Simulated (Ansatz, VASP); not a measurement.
# Two plane-wave programs on Sb

```
CELL_PARAMETERS angstrom
2.15420 1.24373 3.75800
-2.15420 1.24373 3.75800
0.00000 -2.48746 3.75800
ATOMIC_POSITIONS crystal
Sb 0.76651 0.76651 0.76651
Sb 0.23349 0.23349 0.23349
```

Alike in both runs: task relaxation of cell and atoms; functional PBE; k mesh 8 × 8 × 8; occupations fermi-dirac, width 0.05 eV; no spin polarisation.

```csv
,VASP,Ansatz
version,VASP 6.6.1,Ansatz 0.2.0
potentials or method,"VASP PAW PBE potentials, release 64 (Sb)",Ansatz PAW
plane-wave cutoff (eV),600,420
valence electrons in the cell,10,30
```

|  | VASP | Ansatz | Ansatz less VASP |
| --- | --- | --- | --- |
| gap on the k mesh at the Fermi level, each at its own relaxed structure (eV) | none | none | - |
| relaxed volume (Å³/atom) | 31.83 | 31.93 | +0.096 |
| relaxed cell length with the largest relative difference (Å) | 4.589 | 4.602 | +0.0128 |

A gap of «none» marks a metal or a gap that the smearing closes. VASP's potentials hold 10 valence electrons a cell and Ansatz's 30, so a difference there can come from the potentials and not from the codes.

Spin-orbit coupling is off throughout. Noted on Ansatz's run: the plane-wave basis is chosen anew once the cell has moved, so the energies of steps on either side of that aren't comparable.
